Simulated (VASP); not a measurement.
# Hf (Im-3m) in VASP: a series of runs

Aim: see how the results for Hf move with the level of theory and the settings. Levels: PBE+D3(BJ), PBEsol, PBE. Tasks: relaxation of cell and atoms.

All numbers are computed with VASP 6.6.1; they aren't measurements. Logs are shortened: lines on timing, memory, paths and dates and some standing lists are left out, and cuts for length are marked.

### 1 The cell of the first run

Symmetry: Im-3m, No. 229, cubic system. Conventional cell: a = 3.610 Å, b = 3.610 Å, c = 3.610 Å, α = 90.00°, β = 90.00°, γ = 90.00°. Hf (site symmetry m-3m) has 14 Hf at 3.13 to 3.61 Å within 4.1 Å.

### 2 Relaxation of cell and atoms, PBE+D3(BJ)

Input file INCAR:

```
SYSTEM = Hf
PREC     = Accurate       ! precision mode
ENCUT    = 600            ! plane-wave cutoff, eV
EDIFF    = 1E-6           ! SCF threshold, eV
ISMEAR   = -1             ! smearing method
SIGMA    = 0.3            ! smearing width, eV
LREAL    = .False.        ! projectors in reciprocal space
LASPH    = .True.         ! aspherical terms in the spheres
NELM     = 80             ! most SCF steps
ALGO     = Normal         ! electronic algorithm
ISIF     = 3              ! what is computed and relaxed
LWAVE    = .False.        ! write WAVECAR
LCHARG   = .False.        ! write CHGCAR
GGA      = PE             ! functional
IVDW     = 12             ! dispersion correction
IBRION   = 2              ! ionic algorithm
NSW      = 80             ! ionic steps
EDIFFG   = -0.01          ! ionic threshold
```

Input file KPOINTS:

```
regular mesh
0
Gamma
  9 9 9
  0 0 0
```

Input file POSCAR:

```
Hf
1.0
   -1.8050000000      1.8050000000      1.8050000000
    1.8050000000     -1.8050000000      1.8050000000
    1.8050000000      1.8050000000     -1.8050000000
Hf
1
Direct
    0.0000000000      0.0000000000      0.0000000000
```

Potentials or basis: VASP PAW PBE potentials, release 64 (Hf_pv).

On the command line:

```
$ cat potpaw_PBE.64/Hf_pv/POTCAR > POTCAR
$ mpirun -np 1 vasp_std > vasp.out
```

OUTCAR:

```text
SYSTEM = Hf
   PREC = Accurate
   ENCUT = 600
   EDIFF = 1E-6
   ISMEAR = -1
   LREAL = .False.
   LASPH = .True.
   NELM = 80
   ISIF = 3
   GGA = PE
   IVDW = 12
   IBRION = 2
   NSW = 80
   EDIFFG = -0.01
 IVDW          = 12

 ion  position               nearest neighbor table
   1  0.000  0.000  0.000-

  LATTYP: Found a body centered cubic cell.
 ALAT       =     3.6100000000

  Lattice vectors:

 A1 = (  -1.8050000000,   1.8050000000,   1.8050000000)
 A2 = (   1.8050000000,  -1.8050000000,   1.8050000000)
 A3 = (   1.8050000000,   1.8050000000,  -1.8050000000)

Analysis of symmetry for initial positions (statically):
=====================================================================
 Subroutine PRICEL returns:
 Original cell was already a primitive cell.

 Routine SETGRP: Setting up the symmetry group for a
 body centered cubic supercell.

 Subroutine GETGRP returns: Found 48 space group operations
 (whereof 48 operations were pure point group operations)
 out of a pool of 48 trial point group operations.

The static configuration has the point symmetry O_h .

Analysis of symmetry for dynamics (positions and initial velocities):
=====================================================================
 Subroutine PRICEL returns:
 Original cell was already a primitive cell.

 Routine SETGRP: Setting up the symmetry group for a
 body centered cubic supercell.

 Subroutine GETGRP returns: Found 48 space group operations
 (whereof 48 operations were pure point group operations)
 out of a pool of 48 trial point group operations.

The dynamic configuration has the point symmetry O_h .

 Subroutine INISYM returns: Found 48 space group operations
 (whereof 48 operations are pure point group operations),
 and found     1 'primitive' translations

----------------------------------------------------------------------------------------

                                     Primitive cell

  volume of cell :      23.5229

  direct lattice vectors                    reciprocal lattice vectors
    -1.805000000  1.805000000  1.805000000     0.000000000  0.277008310  0.277008310
     1.805000000 -1.805000000  1.805000000     0.277008310  0.000000000  0.277008310
     1.805000000  1.805000000 -1.805000000     0.277008310  0.277008310  0.000000000

  length of vectors
     3.126351708  3.126351708  3.126351708     0.391748909  0.391748909  0.391748909

  position of ions in fractional coordinates (direct lattice)
     0.000000000  0.000000000  0.000000000

  ion indices of the primitive-cell ions
   primitive index   ion index
                 1           1

----------------------------------------------------------------------------------------

 KPOINTS: regular mesh

Automatic generation of k-mesh.
 Grid dimensions read from file:
 generate k-points for:    9    9    9

 Generating k-lattice:

  Cartesian coordinates                     Fractional coordinates (reciprocal lattice)
     0.000000000  0.030778701  0.030778701     0.111111111  0.000000000  0.000000000
     0.030778701  0.000000000  0.030778701     0.000000000  0.111111111  0.000000000
     0.030778701  0.030778701  0.000000000     0.000000000  0.000000000  0.111111111

  Length of vectors
     0.043527657  0.043527657  0.043527657

  Shift w.r.t. Gamma in fractional coordinates (k-lattice)
     0.000000000  0.000000000  0.000000000

 Subroutine IBZKPT returns following result:
 ===========================================

 Found     35 irreducible k-points:

 Following reciprocal coordinates:
            Coordinates               Weight
  0.000000  0.000000  0.000000      1.000000
  0.111111  0.000000  0.000000     12.000000
  0.222222  0.000000  0.000000     12.000000
  0.333333  0.000000  0.000000     12.000000
  0.444444  0.000000  0.000000     12.000000
  0.111111  0.111111  0.000000     24.000000
[... 16 lines left out ...]
 -0.333333  0.444444  0.111111     48.000000
 -0.444444 -0.444444  0.111111     24.000000
 [... further k-points ...]
   k-points           NKPTS =     35   k-points in BZ     NKDIM =     35   number of bands    NBANDS=      9
   number of dos      NEDOS =    301   number of ions     NIONS =      1
   total plane-waves  NPLWV =  21952
   dimension x,y,z NGX =    28 NGY =   28 NGZ =   28
   dimension x,y,z NGXF=    56 NGYF=   56 NGZF=   56
   ions per type =               1
   NGX,Y,Z   is equivalent  to a cutoff of  14.89, 14.89, 14.89 a.u.
   NGXF,Y,Z  is equivalent  to a cutoff of  29.78, 29.78, 29.78 a.u.
 SYSTEM =  Hf
   PREC   = accura    normal or accurate (medium, high low for compatibility)
   ISTART =      0    job   : 0-new  1-cont  2-samecut
   ICHARG =      2    charge: 1-file 2-atom 10-const
   ISPIN  =      1    spin polarized calculation?
   LNONCOLLINEAR =      F non collinear calculations
   LSORBIT =      F    spin-orbit coupling
   LASPH  =      T    aspherical Exc in radial PAW
   ENCUT  =  600.0 eV  44.10 Ry    6.64 a.u.   6.24  6.24  6.24*2*pi/ulx,y,z
   NELM   =     80;   NELMIN=  2; NELMDL= -5     # of ELM steps
   EDIFF  = 0.1E-05   stopping-criterion for ELM
   LREAL  =      F    real-space projection
   EDIFFG = -.1E-01   stopping-criterion for IOM
   NSW    =     80    number of steps for IOM
   IBRION =      2    ionic relax: 0-MD 1-quasi-New 2-CG
   NFREE  =      1    steps in history (QN), initial steepest desc. (CG)
   ISIF   =      3    stress and relaxation
   ISYM   =      2    0-nonsym 1-usesym 2-fastsym
   POTIM  = 0.5000    time-step for ionic-motion
   TEBEG  =    0.0;   TEEND  =   0.0 temperature during run
   PSTRESS=    0.0 pullay stress
   NELECT =      10.0000    total number of electrons
   NUPDOWN=      -1.0000    fix difference up-down
   EMIN   =  10.00;   EMAX   =-10.00  energy-range for DOS
   EFERMI =   0.00;   METHOD = LEGACY
   ISMEAR =    -1;   SIGMA  =   0.30  broadening in eV -4-tet -1-fermi 0-gaus
   EFERMI_NEDOS =   21; number of points for ismear=-14 and -15
   IALGO  =     38    algorithm
   IMIX   =      4    mixing-type and parameters
     AMIX     =   0.40;   BMIX     =  1.00
     AMIX_MAG =   1.60;   BMIX_MAG =  1.00
  volume/ion in A,a.u.               =      23.52       158.74
  Fermi-wavevector in a.u.,A,eV,Ry     =   1.230961  2.326179 20.616432  1.515265
  Thomas-Fermi vector in A             =   2.365789
   LORBIT       =      0    0 simple, 1 ext, 2 COOP (PROOUT), +10 PAW based schemes
   GGA     = PE    functional components
   LHFCALC =     F    Hartree Fock is set to
   AEXX    =    0.0000 exact exchange contribution
   IVDW    =    12    specifies the selected vdW correction
   LEPSILON=     F    determine dielectric tensor
   LRPA    =     F    only Hartree local field effects (RPA)
 conjugate gradient relaxation of ions
 non-spin polarized calculation
  energy-cutoff  :      600.00
  volume of cell :       23.52
 maximum number of plane-waves:       794
 NGX is ok and might be reduce to    28
   NGX = 13   NGY = 13   NGZ = 13

--------------------------------------- Ionic step        1  -------------------------------------------

 number of electron      10.0000000 magnetization

 number of electron       9.9999999 magnetization

 Free energy of the ion-electron system (eV)
  ---------------------------------------------------
  ext. energy  EPLUGINS =         0.00000000
  ---------------------------------------------------
  free energy    TOTEN  =       -10.00327790 eV

  energy without entropy =       -9.50036306  energy(sigma->0) =       -9.75182048

------------------------ aborting loop because EDIFF is reached ----------------------------------------

 Edisp (eV)   -0.42696

 E8    (eV) :    -0.2288

  FORCE on cell =-STRESS in cart. coord.  units (eV):
  Direction    XX          YY          ZZ          XY          YZ          ZX
  --------------------------------------------------------------------------------------
  -------------------------------------------------------------------------------------
  Total      -0.95372    -0.95372    -0.95372    -0.00000     0.00000    -0.00000
  in kB     -64.95902   -64.95902   -64.95902    -0.00000     0.00000    -0.00000
  external pressure =      -64.96 kB  Pullay stress =        0.00 kB

 VOLUME and BASIS-vectors are now :
 -----------------------------------------------------------------------------
  energy-cutoff  :      600.00
  volume of cell :       23.52
      direct lattice vectors                 reciprocal lattice vectors
    -1.805000000  1.805000000  1.805000000     0.000000000  0.277008310  0.277008310
     1.805000000 -1.805000000  1.805000000     0.277008310  0.000000000  0.277008310
     1.805000000  1.805000000 -1.805000000     0.277008310  0.277008310  0.000000000
[... 79 lines left out ...]
 POSITION                                       TOTAL-FORCE (eV/Angst)
 -----------------------------------------------------------------------------------
      0.00000      0.00000      0.00000         0.000000      0.000000      0.000000
 -----------------------------------------------------------------------------------
    total drift:                               -0.000000     -0.000000     -0.000000

  FREE ENERGIE OF THE ION-ELECTRON SYSTEM (eV)
  ---------------------------------------------------
  free  energy   TOTEN  =       -10.4647603616 eV

  energy  without entropy=       -9.9874547544  energy(sigma->0) =      -10.22610756

--------------------------------------- Ionic step        4  -------------------------------------------

 number of electron      10.0000001 magnetization

 Free energy of the ion-electron system (eV)
  ---------------------------------------------------
  ext. energy  EPLUGINS =         0.00000000
  ---------------------------------------------------
  free energy    TOTEN  =       -10.00445118 eV

  energy without entropy =       -9.52769963  energy(sigma->0) =       -9.76607540

 E-fermi :   4.7343     XC(G=0): -11.3812

 val. band max:        4.7004544644   @ k =  -0.4444   0.4444   0.1111
 cond. band min:       4.7382867559   @ k =   0.3333   0.2222   0.0000
 fundamental gap:      0.0378322915
 Fermi energy:         4.7342733126

 k-point     1 :       0.0000    0.0000    0.0000
  band No.  band energies     occupation
      1     -25.0129      2.00000
      2     -25.0129      2.00000
      3     -25.0129      2.00000
      4      -2.3847      2.00000
      5       6.2743      0.01172
      6       6.2743      0.01172
      7       6.2743      0.01172
      8       9.1181      0.00000
      9       9.1181      0.00000

 k-point     2 :       0.1111    0.0000    0.0000
  band No.  band energies     occupation
      1     -25.1231      2.00000
      2     -25.0471      2.00000
      3     -25.0134      2.00000
      4      -1.9240      2.00000
      5       5.9582      0.03326
      6       6.1160      0.01979
      7       6.7339      0.00254
      8       8.6871      0.00000
      9       9.1175      0.00000
[... 253 lines left out ...]
 k-point    24 :      -0.4444   -0.4444    0.1111
  band No.  band energies     occupation
      1     -25.8030      2.00000
      2     -25.4319      2.00000
      3     -25.1538      2.00000
      4       2.3673      1.99925
      5       4.4437      1.44969
      6       4.7814      0.92153
      7       7.7327      0.00009
      8      10.5723      0.00000
      9      13.1515      0.00000

 [... further k-points ...]

------------------------ aborting loop because EDIFF is reached ----------------------------------------

 Edisp (eV)   -0.46031

 E8    (eV) :    -0.2469

  FORCE on cell =-STRESS in cart. coord.  units (eV):
  Direction    XX          YY          ZZ          XY          YZ          ZX
  --------------------------------------------------------------------------------------
  -------------------------------------------------------------------------------------
  Total       0.00899     0.00899     0.00899     0.00000    -0.00000     0.00000
  in kB       0.65794     0.65794     0.65794     0.00000    -0.00000     0.00000
  external pressure =        0.66 kB  Pullay stress =        0.00 kB

 VOLUME and BASIS-vectors are now :
 -----------------------------------------------------------------------------
  energy-cutoff  :      600.00
  volume of cell :       21.89
      direct lattice vectors                 reciprocal lattice vectors
    -1.762276441  1.762276441  1.762276441     0.000000000  0.283723931  0.283723931
     1.762276441 -1.762276441  1.762276441     0.283723931  0.000000000  0.283723931
     1.762276441  1.762276441 -1.762276441     0.283723931  0.283723931  0.000000000

 POSITION                                       TOTAL-FORCE (eV/Angst)
 -----------------------------------------------------------------------------------
      1.76228      1.76228     -1.76228        -0.000000      0.000000      0.000000
 -----------------------------------------------------------------------------------
    total drift:                                0.000000      0.000000     -0.000000

  FREE ENERGIE OF THE ION-ELECTRON SYSTEM (eV)
  ---------------------------------------------------
  free  energy   TOTEN  =       -10.4647628074 eV

  energy  without entropy=       -9.9880112566  energy(sigma->0) =      -10.22638703

 reached required accuracy - stopping structural energy minimisation
```

Run time: 22 s. Hardware: 1 thread of Intel Xeon Platinum 8488C (Sapphire Rapids), shared host; peak memory 0.17 GiB.

What came out:

| Item | Value |
| --- | --- |
| Free energy | -10.4648 eV |
| Relaxed volume | 21.89 Å³/atom |
| Relaxed cell | a = 3.052 Å, b = 3.052 Å, c = 3.052 Å, α = 109.47°, β = 109.47°, γ = 109.47° |
| Space group after relaxing (to 0.05 Å) | Im-3m (No. 229) |
| Energy gained by relaxing | 34.5 meV/atom |
| Ionic steps | 4 |
| Pressure after relaxing | 0.1 GPa |
| Band gap on the k mesh | zero (band 5 reaches 6.27 eV, above the bottom of band 6 at 4.01 eV) |
| Dispersion energy per atom | -0.460 eV |

Step by step:
```tsv
step	energy change (eV)	largest force (eV/Å)	pressure (GPa)	volume (Å³)
1	0.0000	0.0000	-6.50	23.52
2	0.0008	0.0000	8.02	20.42
3	-0.0345	0.0000	-0.08	21.92
4	-0.0345	0.0000	0.07	21.89
```

Final structure:
```xyz
1
Lattice="-1.7623 1.7623 1.7623 1.7623 -1.7623 1.7623 1.7623 1.7623 -1.7623" Properties=species:S:1:pos:R:3 pbc="T T T"
Hf    1.7623    1.7623   -1.7623
```

Caveat: spin-orbit coupling is left out, which moves the levels of the heavy elements; pairwise dispersion overbinds metals, which lowers pressure and volume.

(Part 1 of 2 ends here.)
